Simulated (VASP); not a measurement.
# C in VASP: single point with PBE

Aim: the single point of C with PBE.

Everything below comes from runs of VASP 6.6.1. Logs are shortened: lines on timing, memory, paths and dates and some standing lists are left out, and cuts for length are marked.

## 1. The cell of the first run

The cell holds a slab with vacuum, 2 atoms: a = 2.220 Å, b = 2.220 Å, c = 28.000 Å, α = 90.00°, β = 90.00°, γ = 120.00°.

## 2. Single point, PBE

INCAR

```
PREC = Accurate
ENCUT = 520
EDIFF = 1E-6
ISMEAR = 0
SIGMA = 0.1
LREAL = False
LASPH = True
NELM = 80
ALGO = Normal
ISIF = 2
LWAVE = False
LCHARG = True
LDIPOL = True
IDIPOL = 3
DIPOL = 0.5 0.5 0.500
GGA = PE
LELF = True
LVHAR = True
LVACPOTAV = True
NBANDS = 11
```

KPOINTS

```
Automatic mesh
0
Gamma
  21 21 1
```

POSCAR

```
C
1.0
    2.2200000000      0.0000000000      0.0000000000
   -1.1100000000      1.9225763964      0.0000000000
    0.0000000000      0.0000000000     28.0000000000
C
2
Direct
    0.3333333333      0.6666666667      0.5000000000
    0.6666666667      0.3333333333      0.5000000000
```

Potentials or basis: VASP PAW PBE potentials, release 64 (C).

Launch:

```
> cat potpaw_PBE.64/C/POTCAR > POTCAR
> mpirun -np 1 vasp_std > vasp.out
```

OUTCAR:

```text
PREC = Accurate
   ENCUT = 520
   EDIFF = 1E-6
   ISMEAR = 0
   LREAL = False
   LASPH = True
   NELM = 80
   ISIF = 2
   GGA = PE

 ion  position               nearest neighbor table
   1  0.333  0.667  0.500-   2 1.28   2 1.28   2 1.28
   2  0.667  0.333  0.500-   1 1.28   1 1.28   1 1.28

  LATTYP: Found a hexagonal cell.
 ALAT       =     2.2200000000
 C/A-ratio  =    12.6126126126

  Lattice vectors:

 A1 = (   2.2200000000,   0.0000000000,   0.0000000000)
 A2 = (  -1.1100000000,   1.9225763964,   0.0000000000)
 A3 = (   0.0000000000,   0.0000000000,  28.0000000000)

Analysis of symmetry for initial positions (statically):
=====================================================================
 Subroutine PRICEL returns:
 Original cell was already a primitive cell.

 Routine SETGRP: Setting up the symmetry group for a
 hexagonal supercell.

 Subroutine GETGRP returns: Found 24 space group operations
 (whereof 24 operations were pure point group operations)
 out of a pool of 24 trial point group operations.

The static configuration has the point symmetry D_6h.

Analysis of symmetry for dynamics (positions and initial velocities):
=====================================================================
 Subroutine PRICEL returns:
 Original cell was already a primitive cell.

 Routine SETGRP: Setting up the symmetry group for a
 hexagonal supercell.

 Subroutine GETGRP returns: Found 24 space group operations
 (whereof 24 operations were pure point group operations)
 out of a pool of 24 trial point group operations.

The dynamic configuration has the point symmetry D_6h.

 Subroutine INISYM returns: Found 24 space group operations
 (whereof 24 operations are pure point group operations),
 and found     1 'primitive' translations

----------------------------------------------------------------------------------------

                                     Primitive cell

  volume of cell :     119.5073

  direct lattice vectors                    reciprocal lattice vectors
     2.220000000  0.000000000  0.000000000     0.450450450  0.260067689  0.000000000
    -1.110000000  1.922576396  0.000000000     0.000000000  0.520135378  0.000000000
     0.000000000  0.000000000 28.000000000     0.000000000  0.000000000  0.035714286

  length of vectors
     2.220000000  2.220000000 28.000000000     0.520135378  0.520135378  0.035714286

  position of ions in fractional coordinates (direct lattice)
     0.333333333  0.666666667  0.500000000
     0.666666667  0.333333333  0.500000000

  ion indices of the primitive-cell ions
   primitive index   ion index
                 1           1
                 2           2

[... 88 lines left out ...]
   IALGO  =     38    algorithm
   IMIX   =      4    mixing-type and parameters
     AMIX     =   0.40;   BMIX     =  1.00
     AMIX_MAG =   1.60;   BMIX_MAG =  1.00
  volume/ion in A,a.u.               =      59.75       403.24
  Fermi-wavevector in a.u.,A,eV,Ry     =   0.664722  1.256142  6.011804  0.441855
  Thomas-Fermi vector in A             =   1.738497
   LORBIT       =      0    0 simple, 1 ext, 2 COOP (PROOUT), +10 PAW based schemes
   GGA     = PE    functional components
   LHFCALC =     F    Hartree Fock is set to
   AEXX    =    0.0000 exact exchange contribution
   IVDW    =     0    specifies the selected vdW correction
   LEPSILON=     F    determine dielectric tensor
   LRPA    =     F    only Hartree local field effects (RPA)
 non-spin polarized calculation
 Gauss-broadening in eV      SIGMA  =   0.10
  energy-cutoff  :      520.00
  volume of cell :      119.51
 maximum number of plane-waves:      3262
 NGX is ok and might be reduce to    18
   NGX =  9   NGY =  9   NGZ =105

 number of electron       8.0000000 magnetization

 dipolmoment           0.000000      0.000000     -0.000000 electrons x Angstroem

 Free energy of the ion-electron system (eV)
  ---------------------------------------------------
  ext. energy  EPLUGINS =         0.00000000
  ---------------------------------------------------
  free energy    TOTEN  =       -16.65705206 eV

  energy without entropy =      -16.65654032  energy(sigma->0) =      -16.65679619

 E-fermi :  -2.0051     XC(G=0):  -1.6265

 val. band max:       -2.0050556793   @ k =   0.3333   0.3333   0.0000
 cond. band min:      -2.0050556756   @ k =   0.3333   0.3333   0.0000
 fundamental gap:      0.0000000037
 Fermi energy:        -2.0050556775

 k-point     1 :       0.0000    0.0000    0.0000
  band No.  band energies     occupation
      1     -24.1885      2.00000
      2     -11.9950      2.00000
      3      -4.7672      2.00000
      4      -4.7672      2.00000
      5       0.1576      0.00000
      6       0.9830      0.00000
      7       1.2216      0.00000
      8       1.6032      0.00000
      9       1.8460      0.00000
     10       2.5981      0.00000
     11       2.9655      0.00000
[... 309 lines left out ...]
 k-point    24 :       0.1905    0.0952    0.0000
  band No.  band energies     occupation
      1     -22.4151      2.00000
      2      -9.7319      2.00000
      3      -9.5683      2.00000
      4      -8.0730      2.00000
      5       2.6647      0.00000
      6       3.5361      0.00000
      7       3.8033      0.00000
      8       4.1748      0.00000
      9       4.4173      0.00000
     10       5.1616      0.00000
     11       5.5248      0.00000

 [... further k-points ...]

------------------------ aborting loop because EDIFF is reached ----------------------------------------

  FORCE on cell =-STRESS in cart. coord.  units (eV):
  Direction    XX          YY          ZZ          XY          YZ          ZX
  --------------------------------------------------------------------------------------
  -------------------------------------------------------------------------------------
  Total       18.2402485     18.2402485     -0.0180530      0.0000000      0.0000000     -0.0000000
  in kB      244.5382054    244.5382054     -0.2420277      0.0000000      0.0000000     -0.0000000
  external PRESSURE =     162.9447944 kB  Pullay stress =       0.0000000 kB

 VOLUME and BASIS-vectors are now :
 -----------------------------------------------------------------------------
  energy-cutoff  :      520.00
  volume of cell :      119.51
      direct lattice vectors                 reciprocal lattice vectors
     2.220000000  0.000000000  0.000000000     0.450450450  0.260067689  0.000000000
    -1.110000000  1.922576396  0.000000000     0.000000000  0.520135378  0.000000000
     0.000000000  0.000000000 28.000000000     0.000000000  0.000000000  0.035714286

 POSITION                                       TOTAL-FORCE (eV/Angst)
 -----------------------------------------------------------------------------------
     -0.00000      1.28172     14.00000        -0.000000      0.000000      0.000000
      1.11000      0.64086     14.00000         0.000000      0.000000     -0.000000
 -----------------------------------------------------------------------------------
    total drift:                                0.000000      0.000000      0.000000

  FREE ENERGIE OF THE ION-ELECTRON SYSTEM (eV)
  ---------------------------------------------------
  free  energy   TOTEN  =       -16.6570520579 eV

  energy  without entropy=      -16.6565403213  energy(sigma->0) =      -16.65679619

 vacuum level on the upper side and lower side of the slab         1.191         1.191
```

It took 93 s on 1 thread of Intel Xeon Platinum 8488C (Sapphire Rapids), shared host; peak memory 0.25 GiB.

Results:

| Quantity | Value |
| --- | --- |
| Free energy | -16.6571 eV |
| Band gap on the k mesh | zero (filled and empty bands touch) |
